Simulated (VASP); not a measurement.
# Si (P1) in VASP: single point with LDA

Aim: the single point of Si with LDA.

Program: VASP 6.6.1. These are calculated values, not measurements. Logs are shortened: lines on timing, memory, paths and dates and some standing lists are left out, and cuts for length are marked.

### 1 The cell of the first run

The typed cell holds 16 atoms: a = 8.045 Å, b = 8.045 Å, c = 8.045 Å, α = 60.00°, β = 60.00°, γ = 60.00°.

### 2 Single point, LDA

Contents of INCAR:

```
PREC = Accurate
ENCUT = 520
EDIFF = 1E-6
ISMEAR = -1
SIGMA = 0.17
LREAL = Auto
LASPH = True
NELM = 100
ALGO = Normal
ISIF = 2
LWAVE = False
LCHARG = False
NBANDS = 46
```

Contents of KPOINTS:

```
regular mesh
0
Gamma
  2 2 2
```

Contents of POSCAR:

```
Si
1.0
    0.0000000000      5.6889540000      5.6889540000
    5.6889540000      0.0000000000      5.6889540000
    5.6889540000      5.6889540000      0.0000000000
Si
16
Direct
    0.0913612590     -0.0295572789     -0.1098708128
    0.1990084645      0.1083239555      0.0207331611
    0.0706105200     -0.0308492563      0.3847104406
    0.2046773449      0.1146432191      0.5127480377
    0.0846904369      0.4901252497     -0.1171568622
    0.2201547068      0.5953027569      0.0097996925
    0.0835566609      0.4842102784      0.3981136075
    0.2166039662      0.6048475695      0.5096631121
    0.5691907511     -0.0177361251     -0.1277563503
    0.7160191487      0.1143443944     -0.0302867627
    0.5687337250     -0.0037968315      0.3687672637
    0.6936776075      0.1021453153      0.5025352640
    0.5864522722      0.4793148266     -0.1312719351
    0.7203169511      0.6103846155     -0.0192390376
    0.5955400589      0.4695766568      0.3744097773
    0.7033015208      0.6081873750      0.5047940272
```

Potentials or basis: VASP PAW LDA potentials, release 64 (Si).

Command:

```
$ cat potpaw_LDA.64/Si/POTCAR > POTCAR
$ mpirun -np 1 vasp_std > vasp.out
```

OUTCAR:

```text
PREC = Accurate
   ENCUT = 520
   EDIFF = 1E-6
   ISMEAR = -1
   LREAL = Auto
   LASPH = True
   NELM = 100
   ISIF = 2

 ion  position               nearest neighbor table
   1  0.091  0.970  0.890-   6 2.46   2 2.47   4 2.48  10 2.49
   2  0.199  0.108  0.021-   3 2.40   9 2.44   1 2.47   5 2.51
   3  0.071  0.969  0.385-   2 2.40   8 2.40  12 2.48   4 2.68
   4  0.205  0.115  0.513-  11 2.40   7 2.43   1 2.48   3 2.68
   5  0.085  0.490  0.883-  14 2.40   6 2.42   8 2.45   2 2.51
   6  0.220  0.595  0.010-  13 2.41   5 2.42   1 2.46   7 2.55
[... 8 lines left out ...]
  15  0.596  0.470  0.374-  12 2.42  16 2.48   8 2.49  14 2.59
  16  0.703  0.608  0.505-  13 2.39  15 2.48   7 2.50  11 2.55

  LATTYP: Found a face centered cubic cell.
 ALAT       =    11.3779080000

  Lattice vectors:

 A1 = (   0.0000000000,   5.6889540000,   5.6889540000)
 A2 = (   5.6889540000,   0.0000000000,   5.6889540000)
 A3 = (   5.6889540000,   5.6889540000,   0.0000000000)

Analysis of symmetry for initial positions (statically):
[... 5 lines left out ...]
 face centered cubic supercell.

 Subroutine GETGRP returns: Found  1 space group operations
 (whereof  1 operations were pure point group operations)
 out of a pool of 48 trial point group operations.

The static configuration has the point symmetry C_1 .

Analysis of symmetry for dynamics (positions and initial velocities):
[... 5 lines left out ...]
 face centered cubic supercell.

 Subroutine GETGRP returns: Found  1 space group operations
 (whereof  1 operations were pure point group operations)
 out of a pool of 48 trial point group operations.

The dynamic configuration has the point symmetry C_1 .

 Subroutine INISYM returns: Found  1 space group operations
 (whereof  1 operations are pure point group operations),
 and found     1 'primitive' translations

----------------------------------------------------------------------------------------

                                     Primitive cell

  volume of cell :     368.2369

  direct lattice vectors                    reciprocal lattice vectors
     0.000000000  5.688954000  5.688954000    -0.087889619  0.087889619  0.087889619
     5.688954000  0.000000000  5.688954000     0.087889619 -0.087889619  0.087889619
     5.688954000  5.688954000  0.000000000     0.087889619  0.087889619 -0.087889619

  length of vectors
     8.045395903  8.045395903  8.045395903     0.152229286  0.152229286  0.152229286

  position of ions in fractional coordinates (direct lattice)
     0.091361259  0.970442721  0.890129187
[... 92 lines left out ...]
   NSW    =      0    number of steps for IOM
   IBRION =     -1    ionic relax: 0-MD 1-quasi-New 2-CG
   NFREE  =      0    steps in history (QN), initial steepest desc. (CG)
   ISIF   =      2    stress and relaxation
   ISYM   =      2    0-nonsym 1-usesym 2-fastsym
   POTIM  = 0.5000    time-step for ionic-motion
   TEBEG  =    0.0;   TEEND  =   0.0 temperature during run
   PSTRESS=    0.0 pullay stress
   NELECT =      64.0000    total number of electrons
   NUPDOWN=      -1.0000    fix difference up-down
   EMIN   =  10.00;   EMAX   =-10.00  energy-range for DOS
   EFERMI =   0.00;   METHOD = LEGACY
   ISMEAR =    -1;   SIGMA  =   0.17  broadening in eV -4-tet -1-fermi 0-gaus
   EFERMI_NEDOS =   21; number of points for ismear=-14 and -15
   IALGO  =     38    algorithm
   IMIX   =      4    mixing-type and parameters
     AMIX     =   0.40;   BMIX     =  1.00
     AMIX_MAG =   1.60;   BMIX_MAG =  1.00
  volume/ion in A,a.u.               =      23.01       155.31
  Fermi-wavevector in a.u.,A,eV,Ry     =   0.913606  1.726465 11.356462  0.834676
  Thomas-Fermi vector in A             =   2.038137
   LORBIT       =      0    0 simple, 1 ext, 2 COOP (PROOUT), +10 PAW based schemes
   GGA     = CA    functional components
   LHFCALC =     F    Hartree Fock is set to
   AEXX    =    0.0000 exact exchange contribution
   IVDW    =     0    specifies the selected vdW correction
   LEPSILON=     F    determine dielectric tensor
   LRPA    =     F    only Hartree local field effects (RPA)
 non-spin polarized calculation
  energy-cutoff  :      520.00
  volume of cell :      368.24
 maximum number of plane-waves:      9922
 NGX is ok and might be reduce to    60
   NGX = 29   NGY = 29   NGZ = 29

 number of electron      64.0000000 magnetization

 Free energy of the ion-electron system (eV)
  ---------------------------------------------------
  ext. energy  EPLUGINS =         0.00000000
  ---------------------------------------------------
  free energy    TOTEN  =       -91.33149491 eV

  energy without entropy =      -91.14053448  energy(sigma->0) =      -91.23601469

 E-fermi :   4.7536     XC(G=0):  -9.0832

 val. band max:        4.5832519851   @ k =   0.0000   0.0000   0.0000
 cond. band min:       5.0865716477   @ k =   0.0000   0.0000   0.0000
 fundamental gap:      0.5033196627
 Fermi energy:         4.7536295491

 k-point     1 :       0.0000    0.0000    0.0000
  band No.  band energies     occupation
      1      -6.6301      2.00000
      2      -4.7295      2.00000
      3      -4.6417      2.00000
      4      -4.6152      2.00000
      5      -4.4925      2.00000
      6      -3.2303      2.00000
[... 365 lines left out ...]
     43       8.5701      0.00000
     44       8.5925      0.00000
 [bands above 44 left out]

------------------------ aborting loop because EDIFF is reached ----------------------------------------

  FORCE on cell =-STRESS in cart. coord.  units (eV):
  Direction    XX          YY          ZZ          XY          YZ          ZX
  --------------------------------------------------------------------------------------
  -------------------------------------------------------------------------------------
  Total      -23.4181431    -23.4907528    -23.2818971     -0.4918473      0.1388414      0.1822959
  in kB     -101.8909885   -102.2069094   -101.2981901     -2.1399992      0.6040909      0.7931589
  external PRESSURE =    -101.7986960 kB  Pullay stress =       0.0000000 kB

 VOLUME and BASIS-vectors are now :
 -----------------------------------------------------------------------------
  energy-cutoff  :      520.00
  volume of cell :      368.24
      direct lattice vectors                 reciprocal lattice vectors
     0.000000000  5.688954000  5.688954000    -0.087889619  0.087889619  0.087889619
     5.688954000  0.000000000  5.688954000     0.087889619 -0.087889619  0.087889619
     5.688954000  5.688954000  0.000000000     0.087889619  0.087889619 -0.087889619

 POSITION                                       TOTAL-FORCE (eV/Angst)
 -----------------------------------------------------------------------------------
     10.58471      5.58365      6.04055        -0.012520     -0.518482      0.251203
      0.73420      1.25010      1.74840        -0.411532     -0.500557      0.043937
      7.70205      2.59030      5.91515         0.973606      0.472663      0.644066
      3.56920      4.08140      1.81660        -0.331195     -0.250863     -0.711600
      7.81075      5.50425      3.27010        -0.546623      0.160320     -0.171510
      3.44240      1.30820      4.63910         0.761712     -0.012246     -0.138546
[... 8 lines left out ...]
      4.80140      5.51800      6.05940         0.247797     -0.490273      0.363391
      6.33170      6.87280      7.46100        -0.174247     -0.317725      0.522841
 -----------------------------------------------------------------------------------
    total drift:                                0.003260     -0.009807      0.002239

  FREE ENERGIE OF THE ION-ELECTRON SYSTEM (eV)
  ---------------------------------------------------
  free  energy   TOTEN  =       -91.3314949099 eV

  energy  without entropy=      -91.1405344780  energy(sigma->0) =      -91.23601469
```

OSZICAR:

```text
N       E                     dE             d eps       ncg     rms          rms(c)
DAV:   1     0.141691388083E+03    0.14169E+03   -0.23512E+04   736   0.113E+03
DAV:   2    -0.791093054366E+02   -0.22080E+03   -0.20719E+03   908   0.160E+02
DAV:   3    -0.926492666071E+02   -0.13540E+02   -0.13182E+02   944   0.363E+01
DAV:   4    -0.929687873299E+02   -0.31952E+00   -0.31810E+00   880   0.701E+00
DAV:   5    -0.929794187729E+02   -0.10631E-01   -0.10625E-01   918   0.117E+00    0.121E+01
DAV:   6    -0.918703610761E+02    0.11091E+01   -0.56551E-01   856   0.213E+00    0.717E+00
DAV:   7    -0.913290986259E+02    0.54126E+00   -0.11437E+00   820   0.299E+00    0.482E-01
DAV:   8    -0.913308055155E+02   -0.17069E-02   -0.71949E-02   832   0.978E-01    0.374E-01
DAV:   9    -0.913312929799E+02   -0.48746E-03   -0.39412E-03   922   0.220E-01    0.195E-01
DAV:  10    -0.913314725481E+02   -0.17957E-03   -0.63252E-04   848   0.780E-02    0.659E-02
DAV:  11    -0.913314934866E+02   -0.20939E-04   -0.87185E-05   842   0.345E-02    0.284E-02
DAV:  12    -0.913314949416E+02   -0.14550E-05   -0.11126E-05   896   0.112E-02    0.643E-03
DAV:  13    -0.913314949099E+02    0.31681E-07   -0.21953E-06   634   0.548E-03
   1 F= -.91331495E+02 E0= -.91236015E+02  d E =-.190960E+00
```

It took 3.2 min on 1 thread of Intel Xeon 6975P-C (Granite Rapids), shared host; peak memory 0.37 GiB.

What came out:

* Free energy: -91.3315 eV
* Pressure: -10.2 GPa
* Largest force: 1.259 eV/Å
* Band gap on the k mesh: 0.50 eV, direct

Forces in eV/Å, atoms in the order of the input:
```
Si  -0.013 -0.518  0.251
Si  -0.412 -0.501  0.044
Si   0.974  0.473  0.644
Si  -0.331 -0.251 -0.712
Si  -0.547  0.160 -0.172
Si   0.762 -0.012 -0.139
Si  -0.494 -0.598 -0.207
Si  -0.204  0.198 -0.009
Si   0.070  0.368  0.348
Si   0.392  0.819 -0.742
Si  -0.832  0.064 -0.002
Si  -0.138  0.196  0.284
Si   0.083  0.207  0.289
Si   0.616  0.203 -0.766
Si   0.248 -0.490  0.363
Si  -0.174 -0.318  0.523
```

Levels at points of the mesh, in eV from the valence-band top:
```
           k point  band 29  band 30  band 31  band 32  band 33  band 34  band 35  band 36
(0.00, 0.00, 0.00)    -0.94    -0.24    -0.09     0.00     0.50     0.54     0.57     0.64
(0.50, 0.00, 0.00)    -0.88    -0.81    -0.63    -0.60     1.18     1.20     1.28     1.34
(0.00, 0.50, 0.00)    -0.91    -0.78    -0.70    -0.58     1.10     1.24     1.27     1.32
(0.00, 0.00, 0.50)    -0.96    -0.84    -0.76    -0.64     1.01     1.08     1.20     1.30
(0.50, 0.50, 0.50)    -0.93    -0.84    -0.80    -0.57     1.06     1.15     1.20     1.27
(0.50, 0.50, 0.00)    -1.43    -1.27    -1.21    -1.08     0.97     1.00     1.92     2.00
(0.00, 0.50, 0.50)    -1.29    -1.25    -1.20    -1.19     0.94     1.00     1.95     2.02
(0.50, 0.00, 0.50)    -1.39    -1.33    -1.18    -1.10     0.94     1.00     1.94     2.00
```

Caveat: the k points lie up to 0.48 Å⁻¹ apart; forces of over 1 eV/Å act on the atoms, so gaps and moduli don't describe the material at rest. LDA gaps usually lie below the measured ones, often by a third to a half.
